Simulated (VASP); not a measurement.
Here is a VASP 6.6.1 calculation.

The input INCAR:

```
SYSTEM = Re
PREC     = Accurate       ! precision mode
ENCUT    = 600            ! plane-wave cutoff, eV
EDIFF    = 1E-6           ! SCF threshold, eV
ISMEAR   = -1             ! smearing method
SIGMA    = 0.05           ! smearing width, eV
LREAL    = .False.        ! projectors in reciprocal space
LASPH    = .True.         ! aspherical terms in the spheres
NELM     = 80             ! most SCF steps
ALGO     = Normal         ! electronic algorithm
ISIF     = 3              ! what is computed and relaxed
LWAVE    = .False.        ! write WAVECAR
LCHARG   = .False.        ! write CHGCAR
GGA      = PE             ! functional
IBRION   = 2              ! ionic algorithm
NSW      = 60             ! ionic steps
EDIFFG   = -0.01          ! ionic threshold
```

The input KPOINTS:

```
regular mesh
0
Gamma
  11 11 3
  0 0 0
```

Contents of POSCAR:

```
Re
1.0
    2.7663873939      0.0000000000      0.0000000000
   -1.3831936969      2.3957617598      0.0000000000
    0.0000000000      0.0000000000      8.9388451600
Re
4
Direct
    0.6666666667      0.3333333333      0.7500000000
    0.0000000000      0.0000000000      0.5000000000
    0.3333333333      0.6666666667      0.2500000000
    0.0000000000      0.0000000000      0.0000000000
```

Potentials or basis: VASP PAW PBE potentials, release 64 (Re).

Run with:

```sh
$ cat potpaw_PBE.64/Re/POTCAR > POTCAR
$ mpirun -np 1 vasp_std > vasp.out
```

(1) What does it give for the space group after relaxing (to 0.1 Å)?

(2) Estimate the relaxed volume.

Results:

(1) P6_3/mmc (No. 194).

(2) 14.93 Å³/atom.

Caveat: the highest band is partly filled, so the run has too few bands.
